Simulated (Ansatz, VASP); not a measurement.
**C: VASP beside Ansatz**

```
CELL_PARAMETERS angstrom
0.00000 1.78337 1.78337
1.78337 0.00000 1.78337
1.78337 1.78337 0.00000
ATOMIC_POSITIONS crystal
C 0.00000 0.00000 0.00000
C 0.25000 0.25000 0.25000
```

Alike in both runs: task relaxation of cell and atoms; functional r2SCAN; dispersion rVV10; k mesh 8 × 8 × 8; no spin polarisation.

|  | VASP | Ansatz |
| --- | --- | --- |
| version | VASP 6.6.1 | Ansatz 0.2.0 |
| potentials or method | VASP PAW PBE potentials, release 64 (C) | plane waves, PAW |
| plane-wave cutoff (eV) | 600 | 500 |
| occupations | gaussian, width 0.01 eV | fixed |
| valence electrons in the cell | 8 | 8 |

|  | VASP | Ansatz | Ansatz less VASP |
| --- | --- | --- | --- |
| relaxed volume (Å³/atom) | 5.63 | 5.63 | -0.004 |
| relaxed cell length with the largest relative difference (Å) | 2.516 | 2.516 | -0.0007 |

VASP's potentials were made for PBE, not for r2SCAN.
